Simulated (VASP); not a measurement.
# N (P6_3/mmc) in VASP: notebook

The runs below take N through single point, with PBE, r2SCAN.

All numbers are computed with VASP 6.6.1; they aren't measurements. Logs are shortened: lines on timing, memory, paths and dates and some standing lists are left out, and cuts for length are marked.

### Step 1. The cell of the first run

Symmetry: P6_3/mmc, No. 194, hexagonal system. Conventional cell: a = 2.519 Å, b = 2.519 Å, c = 2.446 Å, α = 90.00°, β = 90.00°, γ = 120.00°. Within 2.5 Å of N (site symmetry -6m2) lie 8 N at 1.90 to 2.45 Å.

### Step 2. Single point, PBE

INCAR

```
SYSTEM = N
PREC = Accurate
ENCUT = 520
EDIFF = 1E-6
ISMEAR = -1
SIGMA = 0.02
LREAL = .FALSE.
LASPH = .TRUE.
NELM = 100
ALGO = Normal
ISIF = 2
LWAVE = .FALSE.
LCHARG = .FALSE.
GGA = PE
NBANDS = 12
```

KPOINTS

```
regular mesh
0
G
  8 8 8
  0 0 0
```

POSCAR

```
N
1.0
    2.5194737886      0.0000000000      0.0000000000
   -1.2597368943      2.1819283051      0.0000000000
    0.0000000000      0.0000000000      2.4460020000
N
2
Direct
    0.3333333333      0.6666666667      0.7500000000
    0.6666666667      0.3333333333      0.2500000000
```

Potentials or basis: VASP PAW PBE potentials, release 64 (N).

The run is started by

```sh
$ cat potpaw_PBE.64/N/POTCAR > POTCAR
$ mpirun -np 1 vasp_std > vasp.out
```

OUTCAR:

```text
SYSTEM = N
   PREC = Accurate
   ENCUT = 520
   EDIFF = 1E-6
   ISMEAR = -1
   LREAL = .FALSE.
   LASPH = .TRUE.
   NELM = 100
   ISIF = 2
   GGA = PE

 ion  position               nearest neighbor table
   1  0.333  0.667  0.750-
   2  0.667  0.333  0.250-

  LATTYP: Found a hexagonal cell.
 ALAT       =     2.5194737886
 C/A-ratio  =     0.9708384390

  Lattice vectors:

 A1 = (   2.5194737886,   0.0000000000,   0.0000000000)
 A2 = (  -1.2597368943,   2.1819283051,   0.0000000000)
 A3 = (   0.0000000000,   0.0000000000,   2.4460020000)

Analysis of symmetry for initial positions (statically):
=====================================================================
 Subroutine PRICEL returns:
 Original cell was already a primitive cell.

 Routine SETGRP: Setting up the symmetry group for a
 hexagonal supercell.

 Subroutine GETGRP returns: Found 24 space group operations
 (whereof 12 operations were pure point group operations)
 out of a pool of 24 trial point group operations.

The static configuration has the point symmetry D_3d.
 The point group associated with its full space group is D_6h.

Analysis of symmetry for dynamics (positions and initial velocities):
=====================================================================
 Subroutine PRICEL returns:
 Original cell was already a primitive cell.

 Routine SETGRP: Setting up the symmetry group for a
 hexagonal supercell.

 Subroutine GETGRP returns: Found 24 space group operations
 (whereof 12 operations were pure point group operations)
 out of a pool of 24 trial point group operations.

The dynamic configuration has the point symmetry D_3d.
 The point group associated with its full space group is D_6h.

 Subroutine INISYM returns: Found 24 space group operations
 (whereof 12 operations are pure point group operations),
 and found     1 'primitive' translations

----------------------------------------------------------------------------------------

                                     Primitive cell

  volume of cell :      13.4464

  direct lattice vectors                    reciprocal lattice vectors
     2.519473789  0.000000000  0.000000000     0.396908277  0.229155100  0.000000000
    -1.259736894  2.181928305  0.000000000     0.000000000  0.458310201  0.000000000
     0.000000000  0.000000000  2.446002000     0.000000000  0.000000000  0.408830410

  length of vectors
     2.519473789  2.519473789  2.446002000     0.458310201  0.458310201  0.408830410

  position of ions in fractional coordinates (direct lattice)
     0.333333333  0.666666667  0.750000000
     0.666666667  0.333333333  0.250000000

  ion indices of the primitive-cell ions
   primitive index   ion index
                 1           1
                 2           2

----------------------------------------------------------------------------------------

 KPOINTS: regular mesh

Automatic generation of k-mesh.
 Grid dimensions read from file:
 generate k-points for:    8    8    8

 Generating k-lattice:

  Cartesian coordinates                     Fractional coordinates (reciprocal lattice)
     0.049613535  0.028644388  0.000000000     0.125000000 -0.000000000  0.000000000
     0.000000000  0.057288775  0.000000000     0.000000000  0.125000000  0.000000000
     0.000000000  0.000000000  0.051103801     0.000000000  0.000000000  0.125000000

  Length of vectors
     0.057288775  0.057288775  0.051103801

  Shift w.r.t. Gamma in fractional coordinates (k-lattice)
     0.000000000  0.000000000  0.000000000

 Subroutine IBZKPT returns following result:
 ===========================================

 Found     50 irreducible k-points:

 Following reciprocal coordinates:
            Coordinates               Weight
  0.000000  0.000000  0.000000      1.000000
  0.125000 -0.000000  0.000000      6.000000
  0.250000 -0.000000  0.000000      6.000000
  0.375000  0.000000  0.000000      6.000000
  0.500000 -0.000000  0.000000      3.000000
  0.125000  0.125000  0.000000      6.000000
[... 16 lines left out ...]
  0.250000 -0.000000  0.250000     12.000000
  0.375000  0.000000  0.250000     12.000000
 [... further k-points ...]
   k-points           NKPTS =     50   k-points in BZ     NKDIM =     50   number of bands    NBANDS=     12
   number of dos      NEDOS =    301   number of ions     NIONS =      2
   total plane-waves  NPLWV =   7200
   dimension x,y,z NGX =    20 NGY =   20 NGZ =   18
   dimension x,y,z NGXF=    40 NGYF=   40 NGZF=   36
   ions per type =               2
   NGX,Y,Z   is equivalent  to a cutoff of  13.20, 13.20, 12.23 a.u.
   NGXF,Y,Z  is equivalent  to a cutoff of  26.39, 26.39, 24.47 a.u.
 SYSTEM =  N
   PREC   = accura    normal or accurate (medium, high low for compatibility)
   ISTART =      0    job   : 0-new  1-cont  2-samecut
   ICHARG =      2    charge: 1-file 2-atom 10-const
   ISPIN  =      1    spin polarized calculation?
   LNONCOLLINEAR =      F non collinear calculations
   LSORBIT =      F    spin-orbit coupling
   LASPH  =      T    aspherical Exc in radial PAW
   ENCUT  =  520.0 eV  38.22 Ry    6.18 a.u.   4.68  4.68  4.55*2*pi/ulx,y,z
   NELM   =    100;   NELMIN=  2; NELMDL= -5     # of ELM steps
   EDIFF  = 0.1E-05   stopping-criterion for ELM
   LREAL  =      F    real-space projection
   EDIFFG = 0.1E-04   stopping-criterion for IOM
   NSW    =      0    number of steps for IOM
   IBRION =     -1    ionic relax: 0-MD 1-quasi-New 2-CG
   NFREE  =      0    steps in history (QN), initial steepest desc. (CG)
   ISIF   =      2    stress and relaxation
   ISYM   =      2    0-nonsym 1-usesym 2-fastsym
   POTIM  = 0.5000    time-step for ionic-motion
   TEBEG  =    0.0;   TEEND  =   0.0 temperature during run
   PSTRESS=    0.0 pullay stress
   NELECT =      10.0000    total number of electrons
   NUPDOWN=      -1.0000    fix difference up-down
   EMIN   =  10.00;   EMAX   =-10.00  energy-range for DOS
   EFERMI =   0.00;   METHOD = LEGACY
   ISMEAR =    -1;   SIGMA  =   0.02  broadening in eV -4-tet -1-fermi 0-gaus
   EFERMI_NEDOS =   21; number of points for ismear=-14 and -15
   IALGO  =     38    algorithm
   IMIX   =      4    mixing-type and parameters
     AMIX     =   0.40;   BMIX     =  1.00
     AMIX_MAG =   1.60;   BMIX_MAG =  1.00
  volume/ion in A,a.u.               =       6.72        45.37
  Fermi-wavevector in a.u.,A,eV,Ry     =   1.483221  2.802881 29.932052  2.199944
  Thomas-Fermi vector in A             =   2.596909
   LORBIT       =      0    0 simple, 1 ext, 2 COOP (PROOUT), +10 PAW based schemes
   GGA     = PE    functional components
   LHFCALC =     F    Hartree Fock is set to
   AEXX    =    0.0000 exact exchange contribution
   IVDW    =     0    specifies the selected vdW correction
   LEPSILON=     F    determine dielectric tensor
   LRPA    =     F    only Hartree local field effects (RPA)
 non-spin polarized calculation
  energy-cutoff  :      520.00
  volume of cell :       13.45
 maximum number of plane-waves:       381
 NGX is ok and might be reduce to    20
   NGX =  9   NGY =  9   NGZ =  9

 number of electron      10.0000001 magnetization

 Free energy of the ion-electron system (eV)
  ---------------------------------------------------
  ext. energy  EPLUGINS =         0.00000000
  ---------------------------------------------------
  free energy    TOTEN  =        -9.41881485 eV

  energy without entropy =       -9.41845937  energy(sigma->0) =       -9.41863711

 E-fermi :   6.9929     XC(G=0): -13.0386

 val. band max:        6.8910438377   @ k =   0.2500  -0.0000   0.5000
 cond. band min:       7.0053146208   @ k =   0.5000  -0.0000   0.1250
 fundamental gap:      0.1142707831
 Fermi energy:         6.9929101776

 k-point     1 :       0.0000    0.0000    0.0000
  band No.  band energies     occupation
      1     -15.0213      2.00000
      2       1.2816      2.00000
      3       2.2511      2.00000
      4       4.6769      2.00000
      5       4.6769      2.00000
      6       9.8521      0.00000
      7       9.8521      0.00000
      8      13.1815      0.00000
      9      21.6531      0.00000
     10      25.1625      0.00000
     11      32.4376      0.00000
     12      32.4376      0.00000

 k-point     2 :       0.1250   -0.0000    0.0000
  band No.  band energies     occupation
      1     -14.6459      2.00000
      2       0.1371      2.00000
      3       2.5567      2.00000
      4       4.1257      2.00000
      5       4.7586      2.00000
      6       9.7175      0.00000
      7      10.3789      0.00000
      8      12.6980      0.00000
      9      22.5093      0.00000
     10      24.8450      0.00000
     11      33.0630      0.00000
     12      33.1137      0.00000

 k-point     3 :       0.2500   -0.0000    0.0000
  band No.  band energies     occupation
      1     -13.5426      2.00000
      2      -2.5250      2.00000
      3       3.1120      2.00000
      4       3.4305      2.00000
      5       4.8387      2.00000
      6       9.5546      0.00000
      7      11.2888      0.00000
      8      11.4125      0.00000
      9      22.7698      0.00000
     10      25.7679      0.00000
     11      34.7165      0.00000
     12      35.0903      0.00000

 k-point     4 :       0.3750    0.0000    0.0000
  band No.  band energies     occupation
      1     -11.8282      2.00000
      2      -5.5419      2.00000
      3       2.3289      2.00000
      4       4.6872      2.00000
      5       4.8110      2.00000
      6       9.6347      0.00000
      7       9.7636      0.00000
      8      11.9102      0.00000
      9      21.3681      0.00000
     10      28.9710      0.00000
     11      34.0170      0.00000
     12      35.2978      0.00000

 k-point     5 :       0.5000   -0.0000    0.0000
  band No.  band energies     occupation
      1     -10.4108      2.00000
      2      -7.4466      2.00000
      3       2.0455      2.00000
      4       4.7740      2.00000
      5       5.5378      2.00000
      6       8.7554      0.00000
      7       9.7427      0.00000
      8      12.1120      0.00000
      9      20.7224      0.00000
     10      31.1483      0.00000
     11      33.2234      0.00000
     12      34.6710      0.00000
[... 228 lines left out ...]
      1     -13.7616      2.00000
      2      -4.4336      2.00000
      3       5.5391      2.00000
      4       5.5391      2.00000
      5       6.0937      2.00000
      6       9.3632      0.00000
      7       9.3632      0.00000
      8      11.8543      0.00000
      9      25.8124      0.00000
     10      26.2617      0.00000
     11      30.1574      0.00000
     12      30.1574      0.00000

 k-point    22 :       0.1250   -0.0000    0.2500
  band No.  band energies     occupation
      1     -13.3914      2.00000
      2      -4.1956      2.00000
      3       3.0827      2.00000
      4       5.0566      2.00000
      5       7.5984      0.00000
      6       8.7129      0.00000
      7       9.6222      0.00000
      8      11.8984      0.00000
      9      25.1296      0.00000
     10      26.5525      0.00000
     11      30.8100      0.00000
     12      32.1756      0.00000

 k-point    23 :       0.2500   -0.0000    0.2500
  band No.  band energies     occupation
      1     -12.3065      2.00000
      2      -3.7825      2.00000
      3       0.3271      2.00000
      4       4.1481      2.00000
      5       6.5688      2.00000
      6       8.7487      0.00000
      7       9.9714      0.00000
      8      11.9472      0.00000
      9      23.9970      0.00000
     10      28.4962      0.00000
     11      31.5306      0.00000
     12      32.8320      0.00000

 k-point    24 :       0.3750    0.0000    0.2500
  band No.  band energies     occupation
      1     -10.6318      2.00000
      2      -4.8429      2.00000
      3      -0.4443      2.00000
      4       3.4312      2.00000
      5       4.5962      2.00000
      6       8.5871      0.00000
      7      10.1143      0.00000
      8      12.1773      0.00000
      9      23.4370      0.00000
     10      29.6821      0.00000
     11      31.9713      0.00000
     12      35.8401      0.00000

 [... further k-points ...]
[... 5 lines left out ...]
  --------------------------------------------------------------------------------------
  -------------------------------------------------------------------------------------
  Total        0.9925607      0.9925607      0.3242243     -0.0000000      0.0000000      0.0000000
  in kB      118.2661656    118.2661656     38.6321680     -0.0000000      0.0000000      0.0000000
  external PRESSURE =      91.7214998 kB  Pullay stress =       0.0000000 kB

 VOLUME and BASIS-vectors are now :
 -----------------------------------------------------------------------------
  energy-cutoff  :      520.00
  volume of cell :       13.45
      direct lattice vectors                 reciprocal lattice vectors
     2.519473789  0.000000000  0.000000000     0.396908277  0.229155100  0.000000000
    -1.259736894  2.181928305  0.000000000     0.000000000  0.458310201  0.000000000
     0.000000000  0.000000000  2.446002000     0.000000000  0.000000000  0.408830410

 POSITION                                       TOTAL-FORCE (eV/Angst)
 -----------------------------------------------------------------------------------
     -0.00000      1.45462      1.83450        -0.000000      0.000000      0.000000
      1.25974      0.72731      0.61150         0.000000      0.000000     -0.000000
 -----------------------------------------------------------------------------------
    total drift:                               -0.000000      0.000000      0.000000

  FREE ENERGIE OF THE ION-ELECTRON SYSTEM (eV)
  ---------------------------------------------------
  free  energy   TOTEN  =        -9.4188148462 eV

  energy  without entropy=       -9.4184593714  energy(sigma->0) =       -9.41863711
```

It took 2.5 s on 1 thread of Intel Xeon 6975P-C (Granite Rapids), shared host; peak memory 0.11 GiB.

What came out:

| Quantity | Value |
| --- | --- |
| Free energy | -9.4188 eV |
| Pressure | 9.2 GPa |
| Band gap on the k mesh | zero (band 5 reaches 7.83 eV, above the bottom of band 6 at 3.54 eV) |

Levels at points of the mesh, in eV from the Fermi level:
```csv
k point,band 3,band 4,band 5,band 6,band 7,band 8
"(0.00, 0.00, 0.00)",-4.74,-2.32,-2.32,2.86,2.86,6.19
"(0.50, 0.00, 0.00)",-4.95,-2.22,-1.46,1.76,2.75,5.12
"(0.00, 0.00, 0.50)",0.62,0.62,0.62,0.62,2.11,2.11
"(0.50, 0.00, 0.50)",-8.55,-8.55,-0.74,-0.74,4.07,4.07
```

### Step 3. Single point, r2SCAN

POSCAR is that of step 2.

INCAR.step1

```
PREC = Accurate
ENCUT = 520
ISMEAR = -1
SIGMA = 0.05
LREAL = F
LASPH = T
NELM = 100
NBANDS = 12
GGA = PE
ALGO = Normal
EDIFF = 1E-4
LWAVE = T
LCHARG = F
```

INCAR.step2

```
PREC = Accurate
ENCUT = 520
EDIFF = 1E-6
ISMEAR = -1
SIGMA = 0.05
LREAL = F
LASPH = T
NELM = 100
ALGO = Normal
ISIF = 2
LWAVE = F
LCHARG = F
METAGGA = R2SCAN
LMIXTAU = T
NBANDS = 12
ISTART = 1
```

KPOINTS

```
Automatic mesh
0
Gamma
  7 7 6
```

Potentials or basis: VASP PAW PBE potentials, release 64 (N).

The run is started by

```sh
$ cat potpaw_PBE.64/N/POTCAR > POTCAR
$ cp INCAR.step1 INCAR
$ mpirun -np 1 vasp_std > vasp.out
$ cp INCAR.step2 INCAR
$ mpirun -np 1 vasp_std > vasp.out
```

Wall time 17 s (1 thread of Intel Xeon Platinum 8259CL at 2.50GHz (Skylake/Cascade Lake), shared host); peak memory 0.11 GiB.

Results (log left out):

* Free energy: -10.7084 eV
* Pressure: 7.9 GPa
* Band gap on the k mesh: zero (band 5 reaches 7.76 eV, above the bottom of band 6 at 3.33 eV)

Stress tensor (GPa, compression positive):
```
11.36  0.00  0.00
 0.00 11.36  0.00
 0.00  0.00  0.86
```

Levels at points of the mesh, in eV from the Fermi level:
```csv
k point,band 3,band 4,band 5,band 6,band 7,band 8
"(0.00, 0.00, 0.00)",-4.86,-2.34,-2.34,3.20,3.20,6.85
"(0.00, 0.00, 0.50)",0.78,0.78,0.78,0.78,2.43,2.43
```

Caveat: the k points lie up to 0.43 Å⁻¹ apart; the PAW data sets were made with another functional, which shifts forces and pressure a little.

### Step 4. Single point, PBE (volume scaled by 0.94)

INCAR

```
SYSTEM = N
PREC = Accurate
ENCUT = 520
EDIFF = 1E-6
ISMEAR = -1
SIGMA = 0.05
LREAL = .FALSE.
LASPH = .TRUE.
NELM = 80
ALGO = Normal
ISIF = 2
LWAVE = .FALSE.
LCHARG = .TRUE.
GGA = PE
LELF = .TRUE.
LVHAR = .TRUE.
NBANDS = 12
```

KPOINTS

```
Automatic mesh
0
G
  12 12 11
  0 0 0
```

POSCAR

```
N
1.0
    2.4680415246      0.0000000000      0.0000000000
   -1.2340207623      2.1373866579      0.0000000000
    0.0000000000      0.0000000000      2.3960695811
N
2
Direct
    0.3333333333      0.6666666667      0.7500000000
    0.6666666667      0.3333333333      0.2500000000
```

The run is started by

```sh
$ cat potpaw_PBE.64/N/POTCAR > POTCAR
$ mpirun -np 1 vasp_std > vasp.out
```

It took 6.7 s on 1 thread of Intel Xeon Platinum 8488C (Sapphire Rapids), shared host; peak memory 0.12 GiB.

The run converged. Its results:

```yaml
Free_energy: -9.3116 eV
Pressure: 25.5 GPa
Band_gap_on_the_k_mesh: zero (band 5 reaches 9.27 eV, above the bottom of band 6 at 4.68 eV)
```

Stress tensor (GPa, compression positive):
```
28.25  0.00  0.00
 0.00 28.25  0.00
 0.00  0.00 20.06
```

Levels at points of the mesh, in eV from the Fermi level:
```
           k point  band 1  band 2  band 3  band 4  band 5  band 6  band 7  band 8  band 9  band 10
(0.00, 0.00, 0.00)  -23.03   -5.27   -5.21   -2.61   -2.61    2.89    2.89    6.53   14.57    18.65
(0.50, 0.00, 0.00)  -18.10  -15.11   -5.43   -2.13   -1.70    1.73    2.93    5.38   13.68    24.87
```

### Step 5. Single point, PBE (volume scaled by 0.96)

INCAR

```
PREC     = Accurate       # precision mode
ENCUT    = 520            # plane-wave cutoff, eV
EDIFF    = 1E-7           # SCF threshold, eV
ISMEAR   = -1             # smearing method
SIGMA    = 0.05           # smearing width, eV
LREAL    = False          # projectors in reciprocal space
LASPH    = True           # aspherical terms in the spheres
NELM     = 60             # most SCF steps
ALGO     = Normal         # electronic algorithm
ISIF     = 2              # what is computed and relaxed
LWAVE    = False          # write WAVECAR
LCHARG   = True           # write CHGCAR
GGA      = PE             # functional
LELF     = True           # ELF
LVHAR    = True         
NBANDS   = 12             # bands
```

KPOINTS

```
Automatic mesh
0
Gamma
  12 12 11
```

POSCAR

```
N
1.0
    2.4854226714      0.0000000000      0.0000000000
   -1.2427113357      2.1524391725      0.0000000000
    0.0000000000      0.0000000000      2.4129438665
N
2
Direct
    0.3333333333      0.6666666667      0.7500000000
    0.6666666667      0.3333333333      0.2500000000
```

The run is started by

```sh
$ cat potpaw_PBE.64/N/POTCAR > POTCAR
$ mpirun -np 1 vasp_std > vasp.out
```

Run time: 7.3 s. Hardware: 1 thread of Intel Xeon Platinum 8488C (Sapphire Rapids), shared host; peak memory 0.12 GiB.

The run converged. Its results:

* Free energy: -9.3503 eV
* Pressure: 20.0 GPa
* Band gap on the k mesh: zero (band 5 reaches 8.89 eV, above the bottom of band 6 at 4.47 eV)

Stress tensor (GPa, compression positive):
```
23.17  0.00  0.00
 0.00 23.17  0.00
 0.00  0.00 13.59
```

Levels at points of the mesh, in eV from the Fermi level:
| k point | band 3 | band 4 | band 5 | band 6 | band 7 | band 8 |
| --- | --- | --- | --- | --- | --- | --- |
| (0.00, 0.00, 0.00) | -5.06 | -2.52 | -2.52 | 2.87 | 2.87 | 6.39 |
| (0.50, 0.00, 0.00) | -5.28 | -2.18 | -1.63 | 1.72 | 2.86 | 5.28 |

### Step 6. The runs side by side

```csv
level,cell,k mesh,smearing,gap on the mesh (eV),pressure (GPa)
PBE,"a = 2.519, b = 2.519, c = 2.446 Å, angles 90.0, 90.0, 120.0°, 2 atoms",8 × 8 × 8,fermi-dirac 0.02 eV,none,9.2
r2SCAN,"a = 2.519, b = 2.519, c = 2.446 Å, angles 90.0, 90.0, 120.0°, 2 atoms",7 × 7 × 6,fermi-dirac 0.05 eV,none,7.9
PBE,"a = 2.468, b = 2.468, c = 2.396 Å, angles 90.0, 90.0, 120.0°, 2 atoms",12 × 12 × 11,fermi-dirac 0.05 eV,none,25.5
PBE,"a = 2.485, b = 2.485, c = 2.413 Å, angles 90.0, 90.0, 120.0°, 2 atoms",12 × 12 × 11,fermi-dirac 0.05 eV,none,20.0
```

Alike in all rows: task single point; potentials or basis VASP PAW PBE potentials, release 64 (N); no spin polarisation; cutoff (eV) 520.

Caveats: some runs use coarse meshes; the PAW data sets were made with another functional, which shifts forces and pressure a little (some runs).

Total energies depend on the potentials used, so only differences within one code and one set of settings carry meaning.
